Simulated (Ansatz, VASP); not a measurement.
Given: the input of a run of VASP 6.6.1 on GaGe.

Contents of POSCAR:

```
GaGe
1.0
    0.0000000000      2.8978440000      2.8978440000
    2.8978440000      0.0000000000      2.8978440000
    2.8978440000      2.8978440000      0.0000000000
Ge Ga
1 1
Direct
    0.0000000000      0.0000000000      0.0000000000
    0.2500000000      0.2500000000      0.2500000000
```

The input INCAR.step1:

```
PREC = Accurate
ENCUT = 520
EDIFF = 1E-5
ISMEAR = -1
SIGMA = 0.05
LREAL = False
LASPH = True
NELM = 60
ALGO = Normal
ISIF = 2
LWAVE = True
NBANDS = 20
GGA = PE
```

INCAR.step2

```
PREC = Accurate
ENCUT = 520
EDIFF = 1E-7
ISMEAR = -1
SIGMA = 0.05
LREAL = False
LASPH = True
NELM = 60
ALGO = Normal
ISIF = 2
LWAVE = False
LCHARG = True
GGA = PE
LHFCALC = True
AEXX = 1.0
ALDAC = 0.0
AGGAC = 0.0
PRECFOCK = Normal
LELF = True
LVHAR = True
NBANDS = 20
ISTART = 1
```

File KPOINTS:

```
regular mesh
0
Gamma
  4 4 4
```

Potentials or basis: VASP PAW PBE potentials, release 64 (Ge_d, Ga_d).

Run with:

```console
$ cat potpaw_PBE.64/Ge_d/POTCAR potpaw_PBE.64/Ga_d/POTCAR > POTCAR
$ cp INCAR.step1 INCAR
$ mpirun -np 1 vasp_std > vasp.out
$ cp INCAR.step2 INCAR
$ mpirun -np 1 vasp_std > vasp.out
```

**Question.** Set up the same calculation for Ansatz 0.2.0. Potentials there: Ansatz PAW.

**Answer.** As run (the cutoff follows the program's own potentials):

input

```
crystal:
  lattice:
    - [0.0, 2.897844, 2.897844]
    - [2.897844, 0.0, 2.897844]
    - [2.897844, 2.897844, 0.0]
  atoms:
    - { symbol: Ge, position: [0.0, 0.0, 0.0] }
    - { symbol: Ga, position: [0.25, 0.25, 0.25] }
hamiltonian:
  xc: hf
  pseudopotentials: { kind: paw }
kpoints:
  mp_grid: { grid: [4, 4, 4] }
scf:
  occupations: { method: fermi_dirac, width: 0.05 }
output:
  forces: true
  stress: true
  eigenvalues: true
```

Both were run:

|  | VASP | Ansatz | Ansatz less VASP |
| --- | --- | --- | --- |
| gap on the k mesh at the Fermi level (eV) | none | none | - |
| pressure (GPa) | 1.7 | 2.0 | +0.34 |

VASP's potentials were made for PBE, not for HF. A gap of «none» marks a metal or a gap that the smearing closes. The functional is the same, so the differences come from potentials, cutoffs and numerics.

The k mesh is coarse, so the values compare programs but aren't converged.
